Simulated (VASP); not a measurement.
Mg2SO, 4 atoms in the cell. The structure is tetragonal, space group P4/mmm (No. 123). Conventional cell: a = 3.408 Å, b = 3.408 Å, c = 4.734 Å, α = 90.00°, β = 90.00°, γ = 90.00°. O (site symmetry 4/mmm) has 6 Mg at 2.37 to 2.41 Å within 3.1 Å. Within 3.1 Å of Mg (site symmetry 4/mmm) lie 2 O at 2.37 Å and 4 S at 2.41 Å. Within 3.1 Å of Mg (site symmetry 4/mmm) lie 2 S at 2.37 Å and 4 O at 2.41 Å. S (site symmetry 4/mmm) has 6 Mg at 2.37 to 2.41 Å within 3.1 Å.  This cell differs from its parent crystal: uniaxial z strain -0.6%.

| Item | Value |
| --- | --- |
| Program | VASP 6.6.1 |
| Task | single point |
| Functional | r2SCAN |
| Potentials or basis | VASP PAW PBE potentials, release 64 (O, Mg, S) |
| Cutoff | 520 eV |
| k mesh | 8 × 8 × 6 |
| Occupations | gaussian, width 0.01 eV |
| Spin | no spin polarisation |
| Dipole correction | no |
| Further INCAR settings | ALGO = Normal; EDIFF = 1e-07; NBANDS = 16 |

Potentials or basis: VASP PAW PBE potentials, release 64 (O, Mg, S).

Run with:

```bash
$ cat potpaw_PBE.64/O/POTCAR potpaw_PBE.64/Mg/POTCAR potpaw_PBE.64/S/POTCAR > POTCAR
$ cp INCAR.step1 INCAR
$ mpirun -np 1 vasp_std > vasp.out
$ cp INCAR.step2 INCAR
$ mpirun -np 1 vasp_std > vasp.out
```

Hardware: 1 thread of AMD EPYC 7R43 64-Core Processor (Zen 3), with other jobs on the host.

Question: How long does it take, and how much memory?

Answer: Run time: 3.5 min on 1 thread of AMD EPYC 7R43 64-Core Processor (Zen 3), on a shared host, peak memory 0.17 GiB. Counts: k points 60.
